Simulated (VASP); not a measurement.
Here is a VASP 6.6.1 calculation.

The input INCAR:

```
SYSTEM = MoS2
PREC = Accurate ; ENCUT = 520
EDIFF = 1E-6 ; ISMEAR = -1
SIGMA = 0.05 ; LREAL = .FALSE.
LASPH = .TRUE. ; NELM = 100
ALGO = Normal ; ISIF = 2
LWAVE = .FALSE. ; LCHARG = .FALSE.
GGA = CA ; NBANDS = 20
```

Contents of KPOINTS:

```
Automatic mesh
0
G
  10 10 10
  0 0 0
```

The input POSCAR:

```
MoS2
1.0
    1.5640716975      0.9030172156      6.0323514456
   -1.5640716975      0.9030172156      6.0323514456
    0.0000000000     -1.8060344312      6.0323514456
Mo S
1 2
Direct
    0.0000000000      0.0000000000      0.0000000000
    0.2500000000      0.2500000000      0.2500000000
    0.7500000000      0.7500000000      0.7500000000
```

Potentials or basis: VASP PAW LDA potentials, release 64 (Mo_sv, S).

Launch:

```bash
$ cat potpaw_LDA.64/Mo_sv/POTCAR potpaw_LDA.64/S/POTCAR > POTCAR
$ mpirun -np 1 vasp_std > vasp.out
```

Task: Predict the band gap on the k mesh.

Result: Zero (band 13 reaches 8.45 eV, above the bottom of band 14 at 7.89 eV).

Task: What does it give for the pressure?

Result: 7.1 GPa.

Stress tensor (GPa, compression positive):
```
 5.13  0.00  0.00
 0.00  5.13  0.00
 0.00  0.00 10.94
```

Caveat: forces of over 1 eV/Å act on the atoms, so gaps and moduli don't describe the material at rest.
